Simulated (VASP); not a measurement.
Write the native input for VASP 6.6.1 that does the following.

* Task: single point
* Functional: PBE
* Potentials or basis: VASP PAW PBE potentials, release 64 (La, Ta_pv, Ge_d, N)
* Cutoff: 520 eV
* k mesh: 4 × 4 × 4
* Occupations: gaussian, width 0.1 eV
* Spin: no spin polarisation
* Dipole correction: no
* Further INCAR settings: ALGO = Normal; EDIFF = 1e-07; NBANDS = 40

The structure of LaTa2GeN3 lies in POSCAR:

```
LaTa2GeN3
1.0
    5.3116049899      0.0030643345     -0.0380206179
   -2.2900250127      5.2309052906      0.0267728996
   -0.4857746349     -2.9820156168      5.4302481382
La Ta Ge N
1 2 1 3
Direct
    0.6013190882      0.0792089898      0.5287585024
    0.7079463266      0.4681226867      0.2023339670
    0.9765348044      0.0033205408      0.0281629694
    0.0479649762      0.7008808374      0.6246494597
    0.3639291091      0.2163876306      0.2440756303
    0.8438255342      0.2434184343      0.9603415744
    0.7084790911      0.7886608405      0.1616789068
```

These files were run (other wordings do the same):

INCAR

```
SYSTEM = LaTa2GeN3
PREC = Accurate ; ENCUT = 520
EDIFF = 1E-7 ; ISMEAR = 0
SIGMA = 0.1 ; LREAL = .FALSE.
LASPH = .TRUE. ; NELM = 100
ALGO = Normal ; ISIF = 2
LWAVE = .FALSE. ; LCHARG = .FALSE.
GGA = PE ; NBANDS = 40
```

KPOINTS

```
Automatic mesh
0
G
  4 4 4
  0 0 0
```

Potentials or basis: VASP PAW PBE potentials, release 64 (La, Ta_pv, Ge_d, N).

Run with:

```bash
$ cat potpaw_PBE.64/La/POTCAR potpaw_PBE.64/Ta_pv/POTCAR potpaw_PBE.64/Ge_d/POTCAR potpaw_PBE.64/N/POTCAR > POTCAR
$ mpirun -np 1 vasp_std > vasp.out
```

It gave:

* Pressure: 0.4 GPa
* Largest force: 0.095 eV/Å
* Band gap on the k mesh: 0.66 eV

Caveat: spin-orbit coupling is left out, which moves the levels of the heavy elements.

It took 5 min on 1 thread of Intel(R) Xeon(R) Platinum 8488C (Sapphire Rapids), with other jobs on the host, peak memory 0.43 GiB.
